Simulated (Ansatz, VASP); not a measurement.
## Two plane-wave programs on Au

The input INCAR:

```
SYSTEM = Au
PREC     = Accurate       ! precision mode
ENCUT    = 520            ! plane-wave cutoff, eV
EDIFF    = 1E-6           ! SCF threshold, eV
ISMEAR   = 0              ! smearing method
SIGMA    = 0.15           ! smearing width, eV
LREAL    = .False.        ! projectors in reciprocal space
LASPH    = .True.         ! aspherical terms in the spheres
NELM     = 80             ! most SCF steps
ALGO     = Fast           ! electronic algorithm
ISIF     = 2              ! what is computed and relaxed
LWAVE    = .False.        ! write WAVECAR
LCHARG   = .False.        ! write CHGCAR
GGA      = PS             ! functional
NBANDS   = 30             ! bands
```

The input KPOINTS:

```
regular mesh
0
Gamma
  24 24 6
  0 0 0
```

Contents of POSCAR:

```
Au
1.0
   -1.4325950641     -2.4813274377      0.0000000000
    1.4325950641     -2.4813274377      0.0000000000
    0.0000000000      0.0000000000     12.5811559621
Au
4
Direct
    0.6666666667      0.6666666667      0.0951935179
    0.6666666667      0.6666666667      0.4759675895
    0.3333333333      0.3333333333      0.6663546253
    0.3333333333      0.3333333333      0.2855805537
```

Input for Ansatz:

```yaml
crystal:
  lattice:
    - [-1.4325950641, -2.4813274377, 0.0]
    - [1.4325950641, -2.4813274377, 0.0]
    - [0.0, 0.0, 12.5811559621]
  atoms:
    - { symbol: Au, position: [0.6666666667, 0.6666666667, 0.0951935179] }
    - { symbol: Au, position: [0.6666666667, 0.6666666667, 0.4759675895] }
    - { symbol: Au, position: [0.3333333333, 0.3333333333, 0.6663546253] }
    - { symbol: Au, position: [0.3333333333, 0.3333333333, 0.2855805537] }
basis:
  ecutwfc: 420
kpoints:
  mp_grid: { grid: [24, 24, 6] }
hamiltonian:
  xc: pbesol
scf:
  occupations: { method: gaussian, width: 0.15 }
output:
  forces: true
  stress: true
  eigenvalues: true
  write_density: true
  write_potential: true
  elf: true
  volumetric_format: npy
```

Alike in both runs: task single point; functional PBEsol; k mesh 24 × 24 × 6; occupations gaussian, width 0.15 eV; no spin polarisation.

|  | VASP | Ansatz |
| --- | --- | --- |
| version | VASP 6.6.1 | Ansatz 0.2.0 |
| potentials or method | VASP PAW PBE potentials, release 64 (Au), cutoff 520 eV | scalar-relativistic, plane waves, PAW |
| valence electrons in the cell | 44 | 76 |

```tsv
	VASP	Ansatz	Ansatz less VASP
gap on the k mesh at the Fermi level (eV)	none	none	-
pressure (GPa)	-3.4	-3.2	+0.18
traceless stress, the component that is largest in VASP (GPa)	3.04	3.06	+0.020
rms of the force components (eV/Å)	0.036	0.038	+0.0016
```

VASP's potentials were made for PBE, not for PBEsol. Atom by atom the forces differ by 0.004 eV/Å (rms over components). A gap of «none» marks a metal or a gap that the smearing closes. VASP's potentials hold 44 valence electrons a cell and Ansatz's 76, so a difference there can come from the potentials and not from the codes.

Neither program's run includes spin-orbit coupling.
